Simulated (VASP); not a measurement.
# ZrO2 (Fm-3m) in VASP: notebook

The runs below take ZrO2 through elastic constants, with r2SCAN.

All numbers are computed with VASP 6.6.1; they aren't measurements. Logs are shortened: lines on timing, memory, paths and dates and some standing lists are left out, and cuts for length are marked.

**1. The cell of the first run**

The structure is cubic, space group Fm-3m (No. 225). The conventional cell has a = 5.028 Å, b = 5.028 Å, c = 5.028 Å, α = 90.00°, β = 90.00°, γ = 90.00°. Within 2.9 Å of Zr (site symmetry m-3m) lie 8 O at 2.18 Å. Within 2.9 Å of O (site symmetry -43m) lie 4 Zr at 2.18 Å and 6 O at 2.51 Å.

**2. Elastic constants, r2SCAN**

Input file INCAR:

```
PREC = Accurate
ENCUT = 660
EDIFF = 1E-8
ISMEAR = 0
SIGMA = 0.01
LREAL = False
LASPH = True
NELM = 120
ALGO = Normal
ISIF = 3
LWAVE = False
LCHARG = False
METAGGA = R2SCAN
LMIXTAU = True
NBANDS = 19
IBRION = 6
NFREE = 2
POTIM = 0.015
NSW = 1
GGA_COMPAT = False
KPAR = 4
```

Input file KPOINTS:

```
regular mesh
0
Gamma
  8 8 8
```

Input file POSCAR:

```
ZrO2
1.0
    0.0000000000      2.5141756574      2.5141756574
    2.5141756574      0.0000000000      2.5141756574
    2.5141756574      2.5141756574      0.0000000000
Zr O
1 2
Direct
    0.0000000000      0.0000000000      0.0000000000
    0.2500000000      0.2500000000      0.2500000000
    0.7500000000      0.7500000000      0.7500000000
```

Potentials or basis: VASP PAW PBE potentials, release 64 (Zr_sv, O).

Launch:

```sh
> cat potpaw_PBE.64/Zr_sv/POTCAR potpaw_PBE.64/O/POTCAR > POTCAR
> mpirun -np 4 vasp_std > vasp.out
```

OUTCAR:

```text
PREC = Accurate
   ENCUT = 660
   EDIFF = 1E-8
   ISMEAR = 0
   LREAL = False
   LASPH = True
   NELM = 120
   ISIF = 3
   METAGGA = R2SCAN
   IBRION = 6
   NFREE = 2
   POTIM = 0.015
   NSW = 1

 ion  position               nearest neighbor table
   1  0.000  0.000  0.000-   3 2.18   3 2.18   3 2.18   2 2.18   3 2.18   2 2.18   2 2.18   2 2.18

   2  0.250  0.250  0.250-   1 2.18   1 2.18   1 2.18   1 2.18
   3  0.750  0.750  0.750-   1 2.18   1 2.18   1 2.18   1 2.18

  LATTYP: Found a face centered cubic cell.
 ALAT       =     5.0283513148

  Lattice vectors:

 A1 = (   0.0000000000,   2.5141756574,   2.5141756574)
 A2 = (   2.5141756574,   0.0000000000,   2.5141756574)
 A3 = (   2.5141756574,   2.5141756574,   0.0000000000)

Analysis of symmetry for initial positions (statically):
=====================================================================
 Subroutine PRICEL returns:
 Original cell was already a primitive cell.

 Routine SETGRP: Setting up the symmetry group for a
 face centered cubic supercell.

 Subroutine GETGRP returns: Found 48 space group operations
 (whereof 48 operations were pure point group operations)
 out of a pool of 48 trial point group operations.

The static configuration has the point symmetry O_h .

Analysis of symmetry for dynamics (positions and initial velocities):
=====================================================================
 Subroutine PRICEL returns:
 Original cell was already a primitive cell.

 Routine SETGRP: Setting up the symmetry group for a
 face centered cubic supercell.

 Subroutine GETGRP returns: Found 48 space group operations
 (whereof 48 operations were pure point group operations)
 out of a pool of 48 trial point group operations.

The dynamic configuration has the point symmetry O_h .

 Subroutine INISYM returns: Found 48 space group operations
 (whereof 48 operations are pure point group operations),
[... 350 lines left out ...]
 Fermi energy:         7.3992730381

 k-point     1 :       0.0000    0.0000    0.0000
  band No.  band energies     occupation
      1     -42.0752      2.00000
      2     -19.1732      2.00000
      3     -19.1731      2.00000
      4     -19.1729      2.00000
      5     -12.0412      2.00000
      6      -9.3781      2.00000
[... 505 lines left out ...]
      6      -9.8824      2.00000
[... 11 lines left out ...]
     18      18.7870      0.00000
     19      23.5960      0.00000

 [... further k-points ...]
[... 5 lines left out ...]
  --------------------------------------------------------------------------------------
  -------------------------------------------------------------------------------------
  Total        2.0178440      2.0136653      2.0136653      0.0000000      0.1332913      0.0000000
  in kB      101.7141365    101.5035010    101.5035010      0.0000000      6.7188572      0.0000000
  external PRESSURE =     101.5737128 kB  Pullay stress =       0.0000000 kB
[... 18 lines left out ...]
  FREE ENERGIE OF THE ION-ELECTRON SYSTEM (eV)
  ---------------------------------------------------
  free  energy   TOTEN  =       -45.8248652892 eV

  energy  without entropy=      -45.8248652892  energy(sigma->0) =      -45.82486529

 INTERNAL STRAIN TENSORS FROM STRAINED CELLS
 ============================================

 INTERNAL STRAIN TENSOR FOR ION    1 for displacements in x,y,z  (eV/Angst):
          X           Y           Z          XY          YZ          ZX
  --------------------------------------------------------------------------------
  x    -0.00000    -0.00000    -0.00000     0.00000     0.00000     0.00000
  y     0.00000    -0.00000    -0.00000     0.00000     0.00000     0.00000
  z    -0.00000    -0.00000     0.00000    -0.00000    -0.00000     0.00000

 INTERNAL STRAIN TENSORS FROM DISPLACED ATOMS
 ============================================

 INTERNAL STRAIN TENSOR FOR ION    1 for displacements in x,y,z  (eV/Angst):
          X           Y           Z          XY          YZ          ZX
  --------------------------------------------------------------------------------
  x     0.00000     0.00000     0.00000     0.00000     0.00000     0.00000
  y     0.00000     0.00000     0.00000     0.00000     0.00000     0.00000
  z     0.00000     0.00000     0.00000     0.00000     0.00000     0.00000

 INTERNAL STRAIN TENSOR FOR ION    3 for displacements in x,y,z  (eV/Angst):
          X           Y           Z          XY          YZ          ZX
  --------------------------------------------------------------------------------
  x    -0.00000    -0.00000    -0.00000     0.00000     8.88629     0.00000
  y     0.00000     0.00000     0.00000     0.00000     0.00000     8.88629
  z     0.00000     0.00000     0.00000     8.88629     0.00000     0.00000

 Eigenvectors and eigenvalues of the dynamical matrix
 ----------------------------------------------------

   1 f  =   18.185414 THz   114.262328 2PiTHz  606.600125 cm-1    75.208796 meV
             X         Y         Z           dx          dy          dz
      0.000000  0.000000  0.000000    -0.000000    0.000000    0.000000
      1.257088  1.257088  1.257088    -0.065338   -0.704082    0.000000
      3.771263  3.771263  3.771263     0.065338    0.704082    0.000000
[... 43 lines left out ...]
   9 f/i=    0.001895 THz     0.011908 2PiTHz    0.063220 cm-1     0.007838 meV
             X         Y         Z           dx          dy          dz
      0.000000  0.000000  0.000000    -0.752390    0.417603   -0.004696
      1.257088  1.257088  1.257088    -0.314941    0.174803   -0.001965
      3.771263  3.771263  3.771263    -0.314941    0.174803   -0.001965

--------------------------------------------------------------------------------------------------------

 ELASTIC MODULI CONTR FROM IONIC RELAXATION (kBar)
 Direction    XX          YY          ZZ          XY          YZ          ZX
 --------------------------------------------------------------------------------
 XX          -0.0000     -0.0000     -0.0000     -0.0000      0.0000     -0.0000
 YY          -0.0000     -0.0000     -0.0000     -0.0000      0.0000     -0.0000
 ZZ          -0.0000     -0.0000     -0.0000     -0.0000      0.0000     -0.0000
 XY          -0.0000     -0.0000     -0.0000   -367.7048     -0.0000     -0.0000
 YZ           0.0000      0.0000      0.0000     -0.0000   -367.7048     -0.0000
 ZX          -0.0000     -0.0000     -0.0000     -0.0000     -0.0000   -367.7048
 --------------------------------------------------------------------------------

 TOTAL ELASTIC MODULI (kBar)
 Direction    XX          YY          ZZ          XY          YZ          ZX
 --------------------------------------------------------------------------------
 XX        6124.1211   1286.7908   1286.7908     -0.0000     -0.0000     -0.0000
 YY        1286.7908   6124.1211   1286.7908     -0.0000      0.0000      0.0000
 ZZ        1286.7908   1286.7908   6124.1211     -0.0000     -0.0000     -0.0000
 XY          -0.0000     -0.0000     -0.0000    807.9901     -0.0000     -0.0000
 YZ          -0.0000      0.0000     -0.0000     -0.0000    807.9901     -0.0000
 ZX          -0.0000      0.0000     -0.0000     -0.0000     -0.0000    807.9901
 --------------------------------------------------------------------------------
```

OSZICAR:

```text
N       E                     dE             d eps       ncg     rms          rms(c)
DAV:   1     0.193708956686E+03    0.19371E+03   -0.16441E+04  1102   0.159E+03
DAV:   2    -0.495049369227E+02   -0.24321E+03   -0.23493E+03  1305   0.392E+02
DAV:   3    -0.613957254403E+02   -0.11891E+02   -0.11794E+02  1601   0.818E+01
[... 272 lines left out ...]
DAV:   7    -0.458248613141E+02   -0.44711E-04   -0.24197E-05  3958   0.515E-02    0.208E-03
DAV:   8    -0.458248646224E+02   -0.33084E-05   -0.42758E-06  3949   0.228E-02    0.106E-03
DAV:   9    -0.458248653292E+02   -0.70680E-06   -0.36487E-07  4054   0.712E-03    0.369E-04
DAV:  10    -0.458248652928E+02    0.36450E-07   -0.23822E-08  3650   0.194E-03    0.104E-04
DAV:  11    -0.458248652892E+02    0.35593E-08   -0.64123E-09  2994   0.949E-04
  17 F= -.45824865E+02 E0= -.45824865E+02  d E =-.383412E-26
```

stdout:

```text
POSCAR found type information on POSCAR ZrO
 POSCAR found :  2 types and       3 ions
 scaLAPACK will be used
 -----------------------------------------------------------------------------
|                                                                             |
|                                                                             |
|     You enforced a specific xc type in the INCAR file but a different       |
|     I HOPE YOU KNOW WHAT YOU ARE DOING!                                     |
[... 32 lines left out ...]
 Finite differences progress:
 bond charge predicted
 Finite differences progress:
 bond charge predicted
 Finite differences progress:
 bond charge predicted
 Finite differences progress:
 bond charge predicted
 Finite differences progress:
 bond charge predicted
 Finite differences progress:
 bond charge predicted
 Finite differences progress:
```

Run time: 31 min. Hardware: 4 MPI ranks of Oxide Virtual Turin-like, shared host; peak memory 0.32 GiB.

What came out:

* Elastic constants C11, C12, C44: 612, 129, 81 GPa
* Voigt bulk modulus: 290 GPa
* Highest phonon frequency at Γ, LO-TO splitting left out: 607 cm⁻¹

Phonon frequencies in cm⁻¹ (negative: imaginary):
```
              q point                    frequencies
(0.000, 0.000, 0.000)  0 0 0 286 286 286 607 607 607
```

Elastic tensor in Voigt notation (GPa, in the Cartesian axes of the cell as first typed):
```
612 129 129   0   0   0
129 612 129   0   0   0
129 129 612   0   0   0
  0   0   0  81   0   0
  0   0   0   0  81   0
  0   0   0   0   0  81
```

Clamped-ion elastic tensor (GPa):
```
612 129 129   0   0   0
129 612 129   0   0   0
129 129 612   0   0   0
  0   0   0 118   0   0
  0   0   0   0 118   0
  0   0   0   0   0 118
```

Caveat: the cell is under stress, which shifts elastic constants; the PAW data sets were made with another functional, which shifts forces and pressure a little.

**3. Elastic constants, r2SCAN**

This run uses another cell than the first one, of 10.99 Å³/atom.

Input file INCAR:

```
PREC     = Accurate       # precision mode
ENCUT    = 660            # plane-wave cutoff, eV
EDIFF    = 1E-8           # SCF threshold, eV
ISMEAR   = 0              # smearing method
SIGMA    = 0.01           # smearing width, eV
LREAL    = F              # projectors in reciprocal space
LASPH    = T              # aspherical terms in the spheres
NELM     = 120            # most SCF steps
ALGO     = Normal         # electronic algorithm
ISIF     = 3              # what is computed and relaxed
LWAVE    = F              # write WAVECAR
LCHARG   = F              # write CHGCAR
METAGGA  = R2SCAN         # meta-GGA
LMIXTAU  = T            
IBRION   = 6              # ionic algorithm
NFREE    = 2            
POTIM    = 0.015          # step
NSW      = 1              # ionic steps
GGA_COMPAT= F            
KPAR     = 4
```

KPOINTS is that of step 2.

Input file POSCAR:

```
ZrO2
1.0
    0.0000000000      2.5447183849      2.5447183849
    2.5447183849      0.0000000000      2.5447183849
    2.5447183849      2.5447183849      0.0000000000
Zr O
1 2
Direct
    0.0000000000      0.0000000000      0.0000000000
    0.2500000000      0.2500000000      0.2500000000
    0.7500000000      0.7500000000      0.7500000000
```

Potentials or basis: VASP PAW PBE potentials, release 64 (Zr_sv, O).

Launch:

```sh
> cat potpaw_PBE.64/Zr_sv/POTCAR potpaw_PBE.64/O/POTCAR > POTCAR
> mpirun -np 4 vasp_std > vasp.out
```

Wall time 42 min (4 MPI ranks of Oxide Virtual Turin-like, shared host); peak memory 0.32 GiB.

Results (log left out):

```
Elastic constants C11, C12, C44                         : 567, 105, 72 GPa
Voigt bulk modulus                                      : 259 GPa
Highest phonon frequency at Γ, LO-TO splitting left out : 575 cm⁻¹
```

Phonon frequencies in cm⁻¹ (negative: imaginary):
```tsv
q point	frequencies
(0.000, 0.000, 0.000)	0 0 0 246 246 246 575 575 575
```

Elastic tensor in Voigt notation (GPa, in the Cartesian axes of the cell as first typed):
```
567 105 105   0   0   0
105 567 105   0   0   0
105 105 567   0   0   0
  0   0   0  72   0   0
  0   0   0   0  72   0
  0   0   0   0   0  72
```

Clamped-ion elastic tensor (GPa):
```
567 105 105   0   0   0
105 567 105   0   0   0
105 105 567   0   0   0
  0   0   0  96   0   0
  0   0   0   0  96   0
  0   0   0   0   0  96
```

Caveat: the PAW data sets were made with another functional, which shifts forces and pressure a little.
